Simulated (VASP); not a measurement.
Zr4ScO, 6 atoms in the cell. It takes space group F-43m (No. 216, cubic). Conventional cell: a = 8.147 Å, b = 8.147 Å, c = 8.147 Å, α = 90.00°, β = 90.00°, γ = 90.00°. Within 3.7 Å of Zr (site symmetry 3m) lie 6 Zr at 2.80 to 2.96 Å and 3 Sc at 3.37 Å and 3 O at 3.39 Å. Sc (site symmetry -43m) has 12 Zr at 3.37 Å and 4 O at 3.53 Å within 4.4 Å. O (site symmetry -43m) has 12 Zr at 3.39 Å and 4 Sc at 3.53 Å within 4.5 Å. The cell was built from a structure type or drawn by symmetry, and may not be a known phase.

| Quantity | Value |
| --- | --- |
| Program | VASP 6.6.1 |
| Task | single point |
| Functional | PBE |
| Potentials or basis | VASP PAW PBE potentials, release 64 (Zr_sv, Sc_sv, O) |
| Cutoff | 600 eV |
| k mesh | 4 × 4 × 4 |
| Occupations | gaussian, width 0.1 eV |
| Spin | no spin polarisation |
| Dipole correction | no |
| Further INCAR settings | ALGO = Normal; EDIFF = 1e-06; NBANDS = 42 |

Potentials or basis: VASP PAW PBE potentials, release 64 (Zr_sv, Sc_sv, O).

The run is started by

```bash
$ cat potpaw_PBE.64/Zr_sv/POTCAR potpaw_PBE.64/Sc_sv/POTCAR potpaw_PBE.64/O/POTCAR > POTCAR
$ mpirun -np 1 vasp_std > vasp.out
```

Hardware: 1 thread of AMD EPYC 7R43 64-Core Processor (Zen 3), on a shared host.

Task: Estimate the wall time of this run.

Result: It took 2.1 min on 1 thread of AMD EPYC 7R43 64-Core Processor (Zen 3), with other jobs on the host, peak memory 0.3 GiB. Counts: scf iterations 17, k points 8.
